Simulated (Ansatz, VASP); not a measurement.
# Two plane-wave programs on Al

Contents of INCAR:

```
SYSTEM = Al
PREC = Accurate
ENCUT = 600
EDIFF = 1E-6
ISMEAR = -1
SIGMA = 0.15
LREAL = .False.
LASPH = .True.
NELM = 80
ALGO = Normal
ISIF = 3
LWAVE = .False.
LCHARG = .False.
GGA = PS
IVDW = 12
IBRION = 2
NSW = 100
EDIFFG = -0.03
```

File KPOINTS:

```
Automatic mesh
0
Gamma
  13 13 13
  0 0 0
```

File POSCAR:

```
Al
1.0
   -1.5912200000      1.5912200000      1.5912200000
    1.5912200000     -1.5912200000      1.5912200000
    1.5912200000      1.5912200000     -1.5912200000
Al
1
Direct
    0.0000000000      0.0000000000      0.0000000000
```

Input for Ansatz:

```yaml
crystal:
  lattice:
    - [-1.59122, 1.59122, 1.59122]
    - [1.59122, -1.59122, 1.59122]
    - [1.59122, 1.59122, -1.59122]
  atoms:
    - { symbol: Al, position: [0.0, 0.0, 0.0] }
basis:
  ecutwfc: 470.0
kpoints:
  mp_grid:
    grid: [13, 13, 13]
hamiltonian:
  xc: pbesol
  dispersion: d3bj
scf:
  occupations:
    method: fermi_dirac
    width: 0.15
relax:
  f_tol: 0.03
  max_steps: 100
  cell: {}
```

Alike in both runs: task relaxation of cell and atoms; functional PBEsol; dispersion D3(BJ); k mesh 13 × 13 × 13; occupations fermi-dirac, width 0.15 eV; no spin polarisation.

```csv
,VASP,Ansatz
version,VASP 6.6.1,Ansatz 0.2.0
potentials or method,"VASP PAW PBE potentials, release 64 (Al), cutoff 600 eV","plane waves, PAW"
valence electrons in the cell,3,3
```

```tsv
	VASP	Ansatz	Ansatz less VASP
relaxed volume (Å³/atom)	15.85	15.87	+0.020
relaxed cell length with the largest relative difference (Å)	2.741	2.742	+0.0011
```

VASP's potentials were made for PBE, not for PBEsol.
